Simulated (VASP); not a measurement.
Pt, 4 atoms in the cell. It takes space group P6_3/mmc (No. 194, hexagonal). The conventional cell has a = 2.723 Å, b = 2.723 Å, c = 9.162 Å, α = 90.00°, β = 90.00°, γ = 120.00°. Within 3.6 Å of Pt (site symmetry -3m) lie 12 Pt at 2.72 to 2.78 Å. Within 3.6 Å of Pt (site symmetry -6m2) lie 12 Pt at 2.72 to 2.78 Å.  This cell differs from its parent crystal: volume scaled by 0.88.

* Program: VASP 6.6.1
* Task: single point
* Functional: BLYP
* Potentials or basis: VASP PAW PBE potentials, release 64 (Pt)
* Cutoff: 520 eV
* k mesh: 14 × 14 × 4
* Occupations: fermi-dirac, width 0.1 eV
* Spin: no spin polarisation
* Dipole correction: no
* Further INCAR settings: ALGO = Normal; EDIFF = 1e-06; NBANDS = 28

Potentials or basis: VASP PAW PBE potentials, release 64 (Pt).

Launch:

```sh
$ cat potpaw_PBE.64/Pt/POTCAR > POTCAR
$ mpirun -np 1 vasp_std > vasp.out
```

Hardware: 1 thread of Intel Xeon 6975P-C, with other jobs on the host.

Q: How long does it take, and how much memory?

A: Run time: 96 s on 1 thread of Intel Xeon 6975P-C, on a shared host, peak memory 0.23 GiB. Counts: scf iterations 13, k points 72.
